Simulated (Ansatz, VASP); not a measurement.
## One calculation of Mn, two programs

INCAR

```
  PREC = Accurate
  ENCUT = 500
  EDIFF = 1E-6
  ISMEAR = 1
  SIGMA = 0.13
  LREAL = False
  LASPH = True
  NELM = 200
  ALGO = Normal
  ISIF = 2
  LWAVE = False
  LCHARG = False
  ISPIN = 2
  MAGMOM = 0.76
  LORBIT = 11
  LMAXMIX = 4
  GGA = PE
  NBANDS = 16
  GGA_COMPAT = False
```

Contents of KPOINTS:

```
Automatic mesh
0
Gamma
  8 8 8
```

Contents of POSCAR:

```
Mn
1.0
   -1.3932737400      1.3932737400      1.3932737400
    1.3932737400     -1.3932737400      1.3932737400
    1.3932737400      1.3932737400     -1.3932737400
Mn
1
Direct
    0.0000000000      0.0000000000      0.0000000000
```

Input for Ansatz:

```yaml
crystal:
  lattice:
    - [-1.39327374, 1.39327374, 1.39327374]
    - [1.39327374, -1.39327374, 1.39327374]
    - [1.39327374, 1.39327374, -1.39327374]
  atoms:
    - { symbol: Mn, position: [0.0, 0.0, 0.0], spin: 0.76 }
basis:
  ecutwfc: 420
kpoints:
  mp_grid: { grid: [8, 8, 8] }
hamiltonian:
  xc: pbe
scf:
  occupations: { method: cold, width: 0.13 }
  lower_state_search: "off"
output:
  forces: true
  stress: true
  eigenvalues: true
  populations: true
magnetization:
  spin_polarized: true
```

Alike in both runs: task single point; functional PBE; k mesh 8 × 8 × 8; collinear spin.

```csv
,VASP,Ansatz
version,VASP 6.6.1,Ansatz 0.2.0
potentials or method,"VASP PAW PBE potentials, release 64 (Mn_pv), cutoff 500 eV","scalar-relativistic, plane waves, PAW"
occupations,"methfessel-paxton of order 1, width 0.13 eV","cold, width 0.13 eV"
valence electrons in the cell,13,15
```

|  | VASP | Ansatz | Ansatz less VASP |
| --- | --- | --- | --- |
| gap on the k mesh at the Fermi level (eV) | none | none | - |
| pressure (GPa) | 0.7 | 0.8 | +0.05 |
| net moment per atom (μB) | 0.69 | 0.67 | -0.023 |
| size of the moment on the site where the two differ most (μB) | 0.69 | 0.67 | -0.025 |

Site moments also hang on the region over which each program counts them. A gap of «none» marks a metal or a gap that the smearing closes. VASP's potentials hold 13 valence electrons a cell and Ansatz's 15, so a difference there can come from the potentials and not from the codes. Ansatz's warnings: stability check not made.

The k mesh is coarse, so the values compare programs but aren't converged.
